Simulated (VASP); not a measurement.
# Si (a cell with a defect) in VASP: further runs, part 2 of 2

VASP 6.6.1. Earlier steps stand in the parts before.

**4. Single point, PBE+D3(BJ)**

Input file INCAR:

```
SYSTEM = Si
PREC = Accurate
ENCUT = 520
EDIFF = 1E-7
ISMEAR = 0
SIGMA = 0.02
LREAL = Auto
LASPH = .TRUE.
NELM = 100
ALGO = Normal
ISIF = 2
LWAVE = .FALSE.
LCHARG = .FALSE.
GGA = PE
IVDW = 12
NBANDS = 48
```

Input file KPOINTS:

```
Automatic mesh
0
G
  2 2 2
  0 0 0
```

Input file POSCAR:

```
Si
1.0
    0.0000000000      5.4300000000      5.4300000000
    5.4300000000      0.0000000000      5.4300000000
    5.4300000000      5.4300000000      0.0000000000
Si
17
Direct
    0.0013354512     -0.0067407919      0.0026988029
    0.1274927256      0.1218938306      0.1280805709
   -0.0014557090      0.0001509208      0.5006477901
    0.1274946593      0.1218948435      0.6225239411
    0.0017719153      0.5019860958      0.0022231123
    0.1245546041      0.6246479742      0.1253908840
    0.0017738490      0.5019898711      0.4940025783
    0.1276731123      0.6278386740      0.6222395948
    0.4997814917      0.0000829650     -0.0012061694
    0.6211010129      0.1212492634      0.1288231123
    0.4997834254      0.0000871087      0.5013351750
    0.6247661142      0.1248942910      0.6251686924
    0.4931508287      0.5014992634      0.0026697974
    0.6216584715      0.6277313996      0.1281452118
    0.4999228361      0.4986377532      0.5007141805
    0.6216572744      0.6277359116      0.6224534070
    0.8743011050      0.3745686924      0.8755567219
```

Potentials or basis: VASP PAW PBE potentials, release 64 (Si).

The run is started by

```
$ cat potpaw_PBE.64/Si/POTCAR > POTCAR
$ mpirun -np 1 vasp_std > vasp.out
```

OUTCAR:

```text
SYSTEM = Si
   PREC = Accurate
   ENCUT = 520
   EDIFF = 1E-7
   ISMEAR = 0
   LREAL = Auto
   LASPH = .TRUE.
   NELM = 100
   ISIF = 2
   GGA = PE
   IVDW = 12
 IVDW          = 12

 ion  position               nearest neighbor table
   1  0.001  0.993  0.003-   6 2.31   2 2.38   4 2.38  10 2.38  17 2.39
   2  0.127  0.122  0.128-   9 2.33   3 2.34   5 2.38   1 2.38  17 2.75
   3  0.999  0.000  0.501-   8 2.33   2 2.34   4 2.34  12 2.34
   4  0.127  0.122  0.623-  11 2.33   3 2.34   7 2.38   1 2.38  17 2.75
   5  0.002  0.502  0.002-   6 2.31   8 2.38   2 2.38  14 2.38  17 2.39
   6  0.125  0.625  0.125-  13 2.31   1 2.31   7 2.31   5 2.31
   7  0.002  0.502  0.494-   6 2.31   8 2.38   4 2.38  16 2.38  17 2.39
   8  0.128  0.628  0.622-  15 2.33   3 2.33   5 2.38   7 2.38  17 2.75
   9  0.500  0.000  0.999-   2 2.33  14 2.33  10 2.34  12 2.34
  10  0.621  0.121  0.129-  11 2.34   9 2.34   1 2.38  13 2.38  17 2.75
  11  0.500  0.000  0.501-   4 2.33  16 2.33  10 2.34  12 2.34
  12  0.625  0.125  0.625-  11 2.34   9 2.34  15 2.34   3 2.34
  13  0.493  0.501  0.003-   6 2.31  14 2.38  16 2.38  10 2.38  17 2.39
  14  0.622  0.628  0.128-   9 2.33  15 2.34   5 2.38  13 2.38  17 2.75
  15  0.500  0.499  0.501-   8 2.33  14 2.34  16 2.34  12 2.34
[... 213 lines left out ...]
      4      -3.6283      2.00000
      5      -3.6274      2.00000
      6      -2.8071      2.00000
[... 283 lines left out ...]
     45      10.1233      0.00000
     46      10.1244      0.00000
 [bands above 46 left out]

------------------------ aborting loop because EDIFF is reached ----------------------------------------

 Edisp (eV)   -5.64337

 E8    (eV) :    -2.3346

  FORCE on cell =-STRESS in cart. coord.  units (eV):
  Direction    XX          YY          ZZ          XY          YZ          ZX
  --------------------------------------------------------------------------------------
  -------------------------------------------------------------------------------------
  Total       4.81166     4.81166     4.75022    -0.04874     0.00911    -0.00911
  in kB      24.07552    24.07552    23.76813    -0.24387     0.04559    -0.04559
  external pressure =       23.97 kB  Pullay stress =        0.00 kB

 VOLUME and BASIS-vectors are now :
 -----------------------------------------------------------------------------
  energy-cutoff  :      520.00
  volume of cell :      320.21
      direct lattice vectors                 reciprocal lattice vectors
     0.000000000  5.430000000  5.430000000    -0.092081031  0.092081031  0.092081031
     5.430000000  0.000000000  5.430000000     0.092081031 -0.092081031  0.092081031
     5.430000000  5.430000000  0.000000000     0.092081031  0.092081031 -0.092081031

 POSITION                                       TOTAL-FORCE (eV/Angst)
 -----------------------------------------------------------------------------------
      5.40805      0.02191      5.40065        -0.002300      0.002300     -0.005116
      1.35736      1.38776      1.35417         0.005931     -0.003807     -0.012973
      2.71934      8.14061      5.42292         0.009823     -0.009823      0.005521
      4.04219      4.07260      1.35419         0.003807     -0.005931     -0.012973
      2.73786      0.02169      2.73541         0.002897      0.002357      0.000709
      4.07271      1.35720      4.06817         0.000539     -0.000539      0.003608
[... 9 lines left out ...]
      6.78853      6.75552      6.78420        -0.003122      0.004741     -0.012266
      6.78818      9.50173      6.78136        -0.002542      0.002542      0.008349
 -----------------------------------------------------------------------------------
    total drift:                               -0.000435      0.004259      0.013683

  FREE ENERGIE OF THE ION-ELECTRON SYSTEM (eV)
  ---------------------------------------------------
  free  energy   TOTEN  =       -93.6334878738 eV

  energy  without entropy=      -93.6296357813  energy(sigma->0) =      -93.63156183
```

stdout:

```text
POSCAR found type information on POSCAR Si
 POSCAR found :  1 types and      17 ions
 scaLAPACK will be used
 LDA part: xc-table for (Slater+PW92), standard interpolation
 POSCAR, INCAR and KPOINTS ok, starting setup
 FFT: planning ... GRIDC
 FFT: planning ... GRID_SOFT
 FFT: planning ... GRID
 WAVECAR not read
 entering main loop
```

Wall time 6.8 min (1 thread of Intel Xeon 8259CL, shared host); peak memory 0.45 GiB.

Results:

```
Free energy                : -93.6335 eV
Pressure                   : 2.4 GPa
Largest force              : 0.017 eV/Å
Band gap on the k mesh     : zero (bands 34 and 35 overlap by 0.25 eV)
Dispersion energy per atom : -0.332 eV
```

Forces in eV/Å, atoms in the order of the input:
```
Si  -0.002  0.002 -0.005
Si   0.006 -0.004 -0.013
Si   0.010 -0.010  0.006
Si   0.004 -0.006 -0.013
Si   0.003  0.002  0.001
Si   0.001 -0.001  0.004
Si  -0.002 -0.003  0.001
Si   0.002 -0.002 -0.012
Si   0.004  0.009  0.012
Si   0.001 -0.001  0.017
Si  -0.009 -0.004  0.012
Si   0.000  0.000  0.003
Si   0.005 -0.005 -0.006
Si  -0.005  0.003 -0.012
Si  -0.010  0.010  0.010
Si  -0.003  0.005 -0.012
Si  -0.003  0.003  0.008
```

Caveat: the k points lie up to 0.50 Å⁻¹ apart.

**5. Single point, PBE+D3(BJ)**

Input file INCAR:

```
SYSTEM = Si
ALGO = Normal ; EDIFF = 1E-6
ENCUT = 520 ; GGA = PE
ISIF = 2 ; ISMEAR = 0
IVDW = 12 ; LASPH = .True.
LCHARG = .True. ; LELF = .True.
LREAL = Auto ; LVHAR = .True.
LWAVE = .False. ; NBANDS = 48
NELM = 80 ; PREC = Accurate
SIGMA = 0.02
```

Input file KPOINTS:

```
k-points
0
Gamma
  2 2 2
  0 0 0
```

Input file POSCAR:

```
Si
1.0
    0.0000000000      5.4300000000      5.4300000000
    5.4300000000      0.0000000000      5.4300000000
    5.4300000000      5.4300000000      0.0000000000
Si
17
Direct
   -0.0000189687      0.0001629834     -0.0000311234
    0.1243413444      0.1253056169      0.1243621547
    0.0023529466      0.0040802026      0.4967350829
    0.1241866483      0.1251949355      0.6261000921
    0.0027426335      0.4974512891      0.0028059853
    0.1244659300      0.6262414365      0.1244911602
    0.0024703499      0.4974213628      0.4968309392
    0.1302097606      0.6238639042      0.6227618785
    0.4967174033      0.0040632597      0.0024026703
    0.6261155617      0.1251848066      0.1241936464
    0.4964886740      0.0039593923      0.4964899632
    0.6221655617      0.1329992634      0.6221996317
    0.4968160221      0.4974152855      0.0025127072
    0.6226873849      0.6238151934      0.1303746777
    0.4988474217      0.5015809392      0.4990070902
    0.6222975138      0.6234135359      0.6223319521
    0.7488038674      0.7516408840      0.7489731123
```

The run is started by

```
$ cat potpaw_PBE.64/Si/POTCAR > POTCAR
$ mpirun -np 1 vasp_std > vasp.out
```

It took 12 min on 1 thread of Intel Xeon 8259CL, shared host; peak memory 0.48 GiB.

Results (log left out):

```
Free energy                : -93.6333 eV
Pressure                   : 2.4 GPa
Largest force              : 0.033 eV/Å
Band gap on the k mesh     : zero (bands 34 and 35 overlap by 0.25 eV)
Dispersion energy per atom : -0.332 eV
```

Forces on the atoms (eV/Å):
```
Si   0.001 -0.002  0.001
Si  -0.018 -0.001 -0.018
Si  -0.005  0.000 -0.014
Si   0.006  0.014 -0.013
Si   0.003 -0.032  0.002
Si   0.017 -0.008  0.017
Si   0.018 -0.005  0.005
Si  -0.005  0.007  0.008
Si  -0.014  0.000 -0.006
Si  -0.013  0.013  0.006
Si  -0.003  0.019 -0.003
Si  -0.004  0.000 -0.004
Si   0.005 -0.006  0.017
Si   0.007  0.006 -0.004
Si   0.001 -0.001  0.001
Si   0.005 -0.004  0.006
Si   0.000  0.000 -0.001
```

Levels at points of the mesh, in eV from the Fermi level:
| k point | band 30 | band 31 | band 32 | band 33 | band 34 | band 35 | band 36 | band 37 | band 38 | band 39 |
| --- | --- | --- | --- | --- | --- | --- | --- | --- | --- | --- |
| (0.00, 0.00, 0.00) | -1.76 | -0.83 | -0.83 | -0.83 | -0.25 | -0.24 | -0.24 | 0.08 | 0.08 | 0.40 |
| (0.50, 0.00, 0.00) | -1.59 | -1.58 | -1.44 | -1.44 | -0.36 | 0.52 | 0.53 | 0.89 | 0.89 | 1.28 |
| (0.00, 0.50, 0.00) | -1.59 | -1.58 | -1.44 | -1.44 | -0.35 | 0.53 | 0.54 | 0.89 | 0.89 | 1.28 |
| (0.00, 0.00, 0.50) | -1.59 | -1.58 | -1.44 | -1.44 | -0.36 | 0.52 | 0.53 | 0.89 | 0.89 | 1.28 |
| (0.50, 0.50, 0.50) | -1.59 | -1.58 | -1.44 | -1.44 | -0.35 | 0.53 | 0.54 | 0.89 | 0.89 | 1.28 |
| (0.50, 0.50, 0.00) | -2.03 | -2.03 | -1.89 | -1.00 | 0.01 | 0.71 | 1.01 | 1.02 | 1.14 | 1.89 |
| (0.00, 0.50, 0.50) | -2.03 | -2.03 | -1.90 | -1.00 | 0.01 | 0.71 | 1.01 | 1.02 | 1.14 | 1.89 |
| (0.50, 0.00, 0.50) | -2.03 | -2.03 | -1.90 | -1.00 | 0.01 | 0.71 | 1.01 | 1.02 | 1.14 | 1.89 |

Caveat: the k points lie up to 0.50 Å⁻¹ apart.
